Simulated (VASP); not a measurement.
# Sn3Ru (Pm-3m) in VASP: further runs, part 2 of 2

VASP 6.6.1.

## (3) Single point, PBE

This run uses another cell than the first one, of 21.90 Å³/atom, 0.995 times its volume.

Input file INCAR:

```
PREC     = Accurate       # precision mode
ENCUT    = 520            # plane-wave cutoff, eV
EDIFF    = 1E-7           # SCF threshold, eV
ISMEAR   = 0              # smearing method
SIGMA    = 0.1            # smearing width, eV
LREAL    = F              # projectors in reciprocal space
LASPH    = T              # aspherical terms in the spheres
NELM     = 60             # most SCF steps
ALGO     = Fast           # electronic algorithm
ISIF     = 2              # what is computed and relaxed
LWAVE    = F              # write WAVECAR
LCHARG   = F              # write CHGCAR
GGA      = PE             # functional
NBANDS   = 36             # bands
```

Input file KPOINTS:

```
Automatic mesh
0
Gamma
  10 10 10
```

Input file POSCAR:

```
Sn3Ru
1.0
    4.4414637826      0.0000000000      0.0000000000
    0.0000000000      4.4414637826      0.0000000000
    0.0000000000      0.0000000000      4.4414637826
Sn Ru
3 1
Direct
    0.0000000000      0.5000000000      0.5000000000
    0.5000000000      0.0000000000      0.5000000000
    0.5000000000      0.5000000000      0.0000000000
    0.0000000000      0.0000000000      0.0000000000
```

Potentials or basis: VASP PAW PBE potentials, release 64 (Sn_d, Ru_pv).

Run with:

```bash
$ cat potpaw_PBE.64/Sn_d/POTCAR potpaw_PBE.64/Ru_pv/POTCAR > POTCAR
$ mpirun -np 1 vasp_std > vasp.out
```

OUTCAR:

```text
PREC = Accurate
   ENCUT = 520
   EDIFF = 1E-7
   ISMEAR = 0
   LREAL = F
   LASPH = T
   NELM = 60
   ISIF = 2
   GGA = PE

 ion  position               nearest neighbor table
   1  0.000  0.500  0.500-   2 3.14   3 3.14   4 3.14   3 3.14   4 3.14   2 3.14   4 3.14   4 3.14
                             2 3.14   3 3.14   3 3.14   2 3.14
   2  0.500  0.000  0.500-   1 3.14   3 3.14   4 3.14   3 3.14   4 3.14   1 3.14   3 3.14   3 3.14
                             1 3.14   4 3.14   4 3.14   1 3.14
   3  0.500  0.500  0.000-   1 3.14   2 3.14   4 3.14   1 3.14   2 3.14   2 3.14   4 3.14   2 3.14
                             1 3.14   4 3.14   1 3.14   4 3.14
   4  0.000  0.000  0.000-   1 3.14   2 3.14   3 3.14   1 3.14   2 3.14   1 3.14   3 3.14   1 3.14
                             2 3.14   3 3.14   2 3.14   3 3.14

  LATTYP: Found a simple cubic cell.
 ALAT       =     4.4414637826

  Lattice vectors:

 A1 = (   4.4414637826,   0.0000000000,   0.0000000000)
 A2 = (   0.0000000000,   4.4414637826,   0.0000000000)
 A3 = (   0.0000000000,   0.0000000000,   4.4414637826)

Analysis of symmetry for initial positions (statically):
=====================================================================
 Subroutine PRICEL returns:
 Original cell was already a primitive cell.

 Routine SETGRP: Setting up the symmetry group for a
 simple cubic supercell.

 Subroutine GETGRP returns: Found 48 space group operations
 (whereof 48 operations were pure point group operations)
 out of a pool of 48 trial point group operations.

The static configuration has the point symmetry O_h .

Analysis of symmetry for dynamics (positions and initial velocities):
=====================================================================
 Subroutine PRICEL returns:
 Original cell was already a primitive cell.

 Routine SETGRP: Setting up the symmetry group for a
 simple cubic supercell.

 Subroutine GETGRP returns: Found 48 space group operations
 (whereof 48 operations were pure point group operations)
 out of a pool of 48 trial point group operations.

The dynamic configuration has the point symmetry O_h .

 Subroutine INISYM returns: Found 48 space group operations
 (whereof 48 operations are pure point group operations),
 and found     1 'primitive' translations

----------------------------------------------------------------------------------------

                                     Primitive cell

  volume of cell :      87.6150

  direct lattice vectors                    reciprocal lattice vectors
     4.441463783  0.000000000  0.000000000     0.225150997  0.000000000  0.000000000
     0.000000000  4.441463783  0.000000000     0.000000000  0.225150997  0.000000000
     0.000000000  0.000000000  4.441463783     0.000000000  0.000000000  0.225150997

  length of vectors
     4.441463783  4.441463783  4.441463783     0.225150997  0.225150997  0.225150997

  position of ions in fractional coordinates (direct lattice)
     0.000000000  0.500000000  0.500000000
     0.500000000  0.000000000  0.500000000
     0.500000000  0.500000000  0.000000000
     0.000000000  0.000000000  0.000000000

  ion indices of the primitive-cell ions
   primitive index   ion index
                 1           1
                 2           2
                 3           3
                 4           4

[... 29 lines left out ...]
  0.100000  0.000000  0.000000      6.000000
  0.200000  0.000000  0.000000      6.000000
  0.300000  0.000000  0.000000      6.000000
  0.400000  0.000000  0.000000      6.000000
  0.500000  0.000000  0.000000      3.000000
[... 16 lines left out ...]
  0.200000  0.100000  0.100000     24.000000
  0.300000  0.100000  0.100000     24.000000
 [... further k-points ...]
   k-points           NKPTS =     56   k-points in BZ     NKDIM =     56   number of bands    NBANDS=     36
   number of dos      NEDOS =    301   number of ions     NIONS =      4
   total plane-waves  NPLWV =  46656
   dimension x,y,z NGX =    36 NGY =   36 NGZ =   36
   dimension x,y,z NGXF=    72 NGYF=   72 NGZF=   72
   ions per type =               3   1
   NGX,Y,Z   is equivalent  to a cutoff of  13.47, 13.47, 13.47 a.u.
   NGXF,Y,Z  is equivalent  to a cutoff of  26.95, 26.95, 26.95 a.u.
 SYSTEM =  unknown system
   PREC   = accura    normal or accurate (medium, high low for compatibility)
   ISTART =      0    job   : 0-new  1-cont  2-samecut
   ICHARG =      2    charge: 1-file 2-atom 10-const
   ISPIN  =      1    spin polarized calculation?
   LNONCOLLINEAR =      F non collinear calculations
   LSORBIT =      F    spin-orbit coupling
   LASPH  =      T    aspherical Exc in radial PAW
   ENCUT  =  520.0 eV  38.22 Ry    6.18 a.u.   8.26  8.26  8.26*2*pi/ulx,y,z
   NELM   =     60;   NELMIN=  2; NELMDL= -5     # of ELM steps
   EDIFF  = 0.1E-06   stopping-criterion for ELM
   LREAL  =      F    real-space projection
   EDIFFG = 0.1E-05   stopping-criterion for IOM
   NSW    =      0    number of steps for IOM
   IBRION =     -1    ionic relax: 0-MD 1-quasi-New 2-CG
   NFREE  =      0    steps in history (QN), initial steepest desc. (CG)
   ISIF   =      2    stress and relaxation
   ISYM   =      2    0-nonsym 1-usesym 2-fastsym
   POTIM  = 0.5000    time-step for ionic-motion
   TEBEG  =    0.0;   TEEND  =   0.0 temperature during run
   PSTRESS=    0.0 pullay stress
   NELECT =      56.0000    total number of electrons
   NUPDOWN=      -1.0000    fix difference up-down
   EMIN   =  10.00;   EMAX   =-10.00  energy-range for DOS
   EFERMI =   0.00;   METHOD = LEGACY
   ISMEAR =     0;   SIGMA  =   0.10  broadening in eV -4-tet -1-fermi 0-gaus
   EFERMI_NEDOS =   21; number of points for ismear=-14 and -15
   IALGO  =     68    algorithm
   IMIX   =      4    mixing-type and parameters
     AMIX     =   0.40;   BMIX     =  1.00
     AMIX_MAG =   1.60;   BMIX_MAG =  1.00
  volume/ion in A,a.u.               =      21.90       147.81
  Fermi-wavevector in a.u.,A,eV,Ry     =   1.410191  2.664875 27.057085  1.988640
  Thomas-Fermi vector in A             =   2.532170
   LORBIT       =      0    0 simple, 1 ext, 2 COOP (PROOUT), +10 PAW based schemes
   GGA     = PE    functional components
   LHFCALC =     F    Hartree Fock is set to
   AEXX    =    0.0000 exact exchange contribution
   IVDW    =     0    specifies the selected vdW correction
   LEPSILON=     F    determine dielectric tensor
   LRPA    =     F    only Hartree local field effects (RPA)
 non-spin polarized calculation
 RMM-DIIS sequential band-by-band and
 Gauss-broadening in eV      SIGMA  =   0.10
  energy-cutoff  :      520.00
  volume of cell :       87.61
 maximum number of plane-waves:      2379
 NGX is ok and might be reduce to    36
   NGX = 17   NGY = 17   NGZ = 17

 number of electron      55.9999968 magnetization

 Free energy of the ion-electron system (eV)
  ---------------------------------------------------
  ext. energy  EPLUGINS =         0.00000000
  ---------------------------------------------------
  free energy    TOTEN  =       -19.00017356 eV

  energy without entropy =      -18.98543008  energy(sigma->0) =      -18.99280182

 E-fermi :   9.7079     XC(G=0): -11.3778

 val. band max:        9.6963557013   @ k =   0.5000   0.4000   0.3000
 cond. band min:       9.7379475670   @ k =   0.2000   0.2000   0.2000
 fundamental gap:      0.0415918657
 Fermi energy:         9.7079256652

 k-point     1 :       0.0000    0.0000    0.0000
  band No.  band energies     occupation
      1     -32.0082      2.00000
      2     -32.0082      2.00000
      3     -32.0082      2.00000
      4     -12.0736      2.00000
      5     -12.0736      2.00000
      6     -12.0736      2.00000
[... 925 lines left out ...]
     35      14.0913      0.00000
     36      15.0961      0.00000

 [... further k-points ...]

------------------------ aborting loop because EDIFF is reached ----------------------------------------

  FORCE on cell =-STRESS in cart. coord.  units (eV):
  Direction    XX          YY          ZZ          XY          YZ          ZX
  --------------------------------------------------------------------------------------
  -------------------------------------------------------------------------------------
  Total       -0.0289477     -0.0289477     -0.0289477      0.0000000      0.0000000     -0.0000000
  in kB       -0.5293535     -0.5293535     -0.5293535      0.0000000      0.0000000     -0.0000000
  external PRESSURE =      -0.5293535 kB  Pullay stress =       0.0000000 kB

 VOLUME and BASIS-vectors are now :
 -----------------------------------------------------------------------------
  energy-cutoff  :      520.00
  volume of cell :       87.61
      direct lattice vectors                 reciprocal lattice vectors
     4.441463783  0.000000000  0.000000000     0.225150997  0.000000000  0.000000000
     0.000000000  4.441463783  0.000000000     0.000000000  0.225150997  0.000000000
     0.000000000  0.000000000  4.441463783     0.000000000  0.000000000  0.225150997

 POSITION                                       TOTAL-FORCE (eV/Angst)
 -----------------------------------------------------------------------------------
      0.00000      2.22073      2.22073         0.000000      0.000000      0.000000
      2.22073      0.00000      2.22073         0.000000      0.000000      0.000000
      2.22073      2.22073      0.00000         0.000000      0.000000      0.000000
      0.00000      0.00000      0.00000         0.000000      0.000000      0.000000
 -----------------------------------------------------------------------------------
    total drift:                                0.000000      0.000000      0.000000

  FREE ENERGIE OF THE ION-ELECTRON SYSTEM (eV)
  ---------------------------------------------------
  free  energy   TOTEN  =       -19.0001735650 eV

  energy  without entropy=      -18.9854300832  energy(sigma->0) =      -18.99280182
```

It took 81 s on 1 thread of Intel Xeon 6975P-C (Granite Rapids), shared host; peak memory 0.3 GiB.

Results:

| Item | Value |
| --- | --- |
| Free energy | -19.0002 eV |
| Pressure | -0.1 GPa |
| Band gap on the k mesh | zero (band 28 reaches 9.87 eV, above the bottom of band 29 at 9.43 eV) |

Levels at points of the mesh, in eV from the Fermi level:
| k point | band 26 | band 27 | band 28 | band 29 | band 30 | band 31 |
| --- | --- | --- | --- | --- | --- | --- |
| (0.00, 0.00, 0.00) | -1.01 | -1.01 | 0.10 | 0.10 | 0.82 | 2.97 |
| (0.50, 0.00, 0.00) | -0.91 | -0.12 | -0.12 | 0.76 | 0.76 | 0.83 |
| (0.50, 0.50, 0.00) | -0.73 | -0.64 | 0.14 | 0.74 | 1.32 | 1.32 |
| (0.50, 0.50, 0.50) | -0.58 | -0.58 | -0.14 | 0.11 | 0.11 | 0.11 |

Caveat: spin-orbit coupling is left out, which moves the levels of the heavy elements.

## (4) Relaxation of cell and atoms, PBE

Input file INCAR:

```
ALGO = Fast
EDIFF = 1E-6
EDIFFG = -0.01
ENCUT = 600
GGA = PE
IBRION = 2
ISIF = 3
ISMEAR = 0
LASPH = T
LCHARG = F
LREAL = F
LWAVE = F
NELM = 100
NSW = 100
PREC = Accurate
SIGMA = 0.1
```

Input file KPOINTS:

```
k-points
0
Gamma
  10 10 10
```

Input file POSCAR:

```
Sn3Ru
1.0
    4.4493962146      0.0000000000      0.0000000000
    0.0000000000      4.4493962146      0.0000000000
    0.0000000000      0.0000000000      4.4493962146
Sn Ru
3 1
Direct
    0.0000000000      0.5000000000      0.5000000000
    0.5000000000      0.0000000000      0.5000000000
    0.5000000000      0.5000000000      0.0000000000
    0.0000000000      0.0000000000      0.0000000000
```

Run with:

```bash
$ cat potpaw_PBE.64/Sn_d/POTCAR potpaw_PBE.64/Ru_pv/POTCAR > POTCAR
$ mpirun -np 1 vasp_std > vasp.out
```

Run time: 2.2 min. Hardware: 1 thread of Intel Xeon 6975P-C (Granite Rapids), shared host; peak memory 0.33 GiB.

It converged, with:

- Free energy: -19.0004 eV
- Relaxed volume: 21.90 Å³/atom
- Relaxed cell: a = 4.441 Å, b = 4.441 Å, c = 4.441 Å, α = 90.00°, β = 90.00°, γ = 90.00°
- Space group after relaxing (to 0.05 Å): Pm-3m (No. 221)
- Energy gained by relaxing: 0.2 meV/atom
- Ionic steps: 3
- Pressure after relaxing: 0.0 GPa
- Band gap on the k mesh: zero (band 28 reaches 9.88 eV, above the bottom of band 29 at 9.43 eV)

The path:
```
step  energy change (eV)  largest force (eV/Å)  pressure (GPa)  volume (Å³)
   1              0.0000                0.0000           -0.45        88.09
   2             -0.0004                0.0000            0.30        87.30
   3             -0.0007                0.0000            0.02        87.60
```

Final structure:
```
Sn Ru
1.0
     4.44123    0.00000    0.00000
     0.00000    4.44123    0.00000
     0.00000    0.00000    4.44123
Sn Ru
3 1
Direct
  0.00000 0.50000 0.50000
  0.50000 0.00000 0.50000
  0.50000 0.50000 0.00000
  0.00000 0.00000 0.00000
```

Levels at points of the mesh, in eV from the Fermi level:
| k point | band 25 | band 26 | band 27 | band 28 | band 29 | band 30 | band 31 | band 32 |
| --- | --- | --- | --- | --- | --- | --- | --- | --- |
| (0.00, 0.00, 0.00) | -1.02 | -1.02 | -1.02 | 0.10 | 0.10 | 0.82 | 2.97 | 2.97 |
| (0.50, 0.00, 0.00) | -0.99 | -0.91 | -0.12 | -0.12 | 0.76 | 0.76 | 0.83 | 0.96 |
| (0.50, 0.50, 0.00) | -1.00 | -0.73 | -0.65 | 0.14 | 0.74 | 1.32 | 1.32 | 3.11 |
| (0.50, 0.50, 0.50) | -4.04 | -0.58 | -0.58 | -0.14 | 0.11 | 0.11 | 0.11 | 7.37 |

Caveat: spin-orbit coupling is left out, which moves the levels of the heavy elements.

## (5) The runs side by side

```csv
task,cell,k mesh,cutoff (eV),gap on the mesh (eV),pressure (GPa)
single point,"a = 4.449 Å, 4 atoms",4 × 4 × 4,520,none,-1.2
single point,"a = 4.441 Å, 4 atoms",10 × 10 × 10,520,none,-0.1
relaxation of cell and atoms,"relaxed from a = 4.449 Å, 4 atoms",10 × 10 × 10,600,none,0.0
```

Alike in all rows: level PBE; potentials or basis VASP PAW PBE potentials, release 64 (Sn_d, Ru_pv); no spin polarisation; smearing gaussian 0.1 eV.

Caveats: spin-orbit coupling is left out, which moves the levels of the heavy elements.

Absolute energies hang on the potentials; compare differences alone.
